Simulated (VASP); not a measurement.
Cl:

```
Cl
1.0
     3.16583   -2.26490    0.00000
     3.16583    2.26490    0.00000
     0.00000    0.00000    8.26437
Cl
4
Direct
  0.37000 0.63000 0.40000
  0.13000 0.87000 0.90000
  0.63000 0.37000 0.60000
  0.87000 0.13000 0.10000
```

Base run:

```yaml
Program: VASP 6.6.1
Functional: LDA
Potentials_or_basis: VASP PAW LDA potentials, release 64 (Cl)
Cutoff: 520 eV
k_mesh: 7 × 7 × 4
Occupations: fermi-dirac, width 0.05 eV
Spin: no spin polarisation
```

Its results: band gap on the k mesh 2.29 eV (least direct gap 2.35 eV); pressure -3.1 GPa; largest force 0.524 eV/Å.

Q: The run is repeated on the same cell with these changes: functional from LDA to PBEsol; potentials or basis from VASP PAW LDA potentials, release 64 (Cl) to VASP PAW PBE potentials, release 64 (Cl). What comes out?

A: Band gap on the k mesh 2.41 eV (least direct gap 2.46 eV); pressure -1.6 GPa; largest force 0.518 eV/Å.

Caveats: an odd mesh through Γ misses points on the zone boundary, where band edges can lie; the cell stands under tension (at least some runs); this functional lacks dispersion, which holds the molecules together, so the pressure and a relaxed volume are unreliable (at least some runs); the PAW data sets were made with another functional, which shifts forces and pressure a little (at least some runs).
